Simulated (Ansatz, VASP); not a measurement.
# Zr3S2 in VASP and in Ansatz

The input INCAR:

```
SYSTEM = Zr3S2
  ALGO = Normal
  EDIFF = 1E-7
  EDIFFG = -0.04
  ENCUT = 600
  GGA = PE
  IBRION = 2
  ISIF = 3
  ISMEAR = 0
  LASPH = .True.
  LCHARG = .False.
  LREAL = .False.
  LWAVE = .False.
  NELM = 80
  NSW = 90
  PREC = Accurate
  SIGMA = 0.1
```

KPOINTS

```
k-points
0
Gamma
  3 3 3
  0 0 0
```

POSCAR

```
Zr3S2
1.0
    3.1948589651      1.8445526835      5.8151230904
   -3.1948589651      1.8445526835      5.8151230904
    0.0000000000     -3.6891053671      5.8151230904
Zr S
6 4
Direct
    0.0562500000      0.4437500000      0.7500000000
    0.7500000000      0.0562500000      0.4437500000
    0.4437500000      0.7500000000      0.0562500000
    0.9437500000      0.5562500000      0.2500000000
    0.2500000000      0.9437500000      0.5562500000
    0.5562500000      0.2500000000      0.9437500000
    0.8521800000      0.8521800000      0.8521800000
    0.6478200000      0.6478200000      0.6478200000
    0.1478200000      0.1478200000      0.1478200000
    0.3521800000      0.3521800000      0.3521800000
```

Input for Ansatz:

```yaml
crystal:
  lattice:
    - [3.1948589651, 1.8445526835, 5.8151230904]
    - [-3.1948589651, 1.8445526835, 5.8151230904]
    - [0.0, -3.6891053671, 5.8151230904]
  atoms:
    - { symbol: Zr, position: [0.05625, 0.44375, 0.75] }
    - { symbol: Zr, position: [0.75, 0.05625, 0.44375] }
    - { symbol: Zr, position: [0.44375, 0.75, 0.05625] }
    - { symbol: Zr, position: [0.94375, 0.55625, 0.25] }
    - { symbol: Zr, position: [0.25, 0.94375, 0.55625] }
    - { symbol: Zr, position: [0.55625, 0.25, 0.94375] }
    - { symbol: S, position: [0.85218, 0.85218, 0.85218] }
    - { symbol: S, position: [0.64782, 0.64782, 0.64782] }
    - { symbol: S, position: [0.14782, 0.14782, 0.14782] }
    - { symbol: S, position: [0.35218, 0.35218, 0.35218] }
basis:
  ecutwfc: 420
kpoints:
  mp_grid: { grid: [3, 3, 3] }
hamiltonian:
  xc: pbe
scf:
  occupations: { method: gaussian, width: 0.1 }
  lower_state_search: "off"
output:
  forces: true
  stress: true
  eigenvalues: true
relax:
  adjacent_minimum: "off"
  f_tol: 0.04
  max_steps: 70
  cell: { stress_tol: 0.4 }
```

Alike in both runs: task relaxation of cell and atoms; functional PBE; k mesh 3 × 3 × 3; occupations gaussian, width 0.1 eV; no spin polarisation.

```csv
,VASP,Ansatz
version,VASP 6.6.1,Ansatz 0.2.0
potentials or method,"VASP PAW PBE potentials, release 64 (Zr_sv, S), cutoff 600 eV","scalar-relativistic, plane waves, PAW"
valence electrons in the cell,96,96
```

|  | VASP | Ansatz | Ansatz less VASP |
| --- | --- | --- | --- |
| gap on the k mesh at the Fermi level, each at its own relaxed structure (eV) | none | none | - |
| relaxed volume (Å³/atom) | 19.87 | 19.81 | -0.053 |
| relaxed cell length with the largest relative difference (Å) | 6.925 | 6.913 | -0.0120 |

A gap of «none» marks a metal or a gap that the smearing closes.

The k mesh is coarse, so the values compare programs but aren't converged.
